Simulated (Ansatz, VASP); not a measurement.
**InSb in VASP and in Ansatz**

INCAR

```
SYSTEM = InSb
ALGO = Normal ; EDIFF = 1E-6
ENCUT = 520 ; GGA = PS
ISIF = 2 ; ISMEAR = 0
LASPH = .TRUE. ; LCHARG = .FALSE.
LREAL = .FALSE. ; LWAVE = .FALSE.
NBANDS = 16 ; NELM = 60
PREC = Accurate ; SIGMA = 0.15
```

File KPOINTS:

```
k-points
0
G
  18 18 10
  0 0 0
```

POSCAR

```
InSb
1.0
    3.1633676196      0.0000000000      0.0000000000
    0.0000000000      3.1633676196      0.0000000000
    0.0000000000      0.0000000000      5.8793934763
In Sb
1 1
Direct
    0.0000000000      0.0000000000      0.0000000000
    0.0000000000      0.0000000000      0.5000000000
```

Input for Ansatz:

```yaml
crystal:
  lattice:
    - [3.1633676196, 0.0, 0.0]
    - [0.0, 3.1633676196, 0.0]
    - [0.0, 0.0, 5.8793934763]
  atoms:
    - { symbol: In, position: [0.0, 0.0, 0.0] }
    - { symbol: Sb, position: [0.0, 0.0, 0.5] }
basis:
  ecutwfc: 420
kpoints:
  mp_grid: { grid: [18, 18, 10] }
hamiltonian:
  xc: pbesol
scf:
  occupations: { method: gaussian, width: 0.15 }
output:
  forces: true
  stress: true
  eigenvalues: true
```

Alike in both runs: task single point; functional PBEsol; k mesh 18 × 18 × 10; occupations gaussian, width 0.15 eV; no spin polarisation.

```csv
,VASP,Ansatz
version,VASP 6.6.1,Ansatz 0.2.0
potentials or method,"VASP PAW PBE potentials, release 64 (In_d, Sb), cutoff 520 eV","scalar-relativistic, plane waves, PAW"
valence electrons in the cell,18,28
```

Ansatz gave:

```
gap on the k mesh at the Fermi level (eV)                     : none
pressure (GPa)                                                : -1.8
traceless stress, the component that is largest in VASP (GPa) : 4.57
```

Task: What did VASP give for the same quantities?

Result: gap on the k mesh at the Fermi level (eV): none; pressure (GPa): -1.8; traceless stress, the component that is largest in VASP (GPa): 4.59.

VASP's potentials were made for PBE, not for PBEsol. A gap of «none» marks a metal or a gap that the smearing closes. VASP's potentials hold 18 valence electrons a cell and Ansatz's 28, so a difference there can come from the potentials and not from the codes.

Spin-orbit coupling is off throughout.
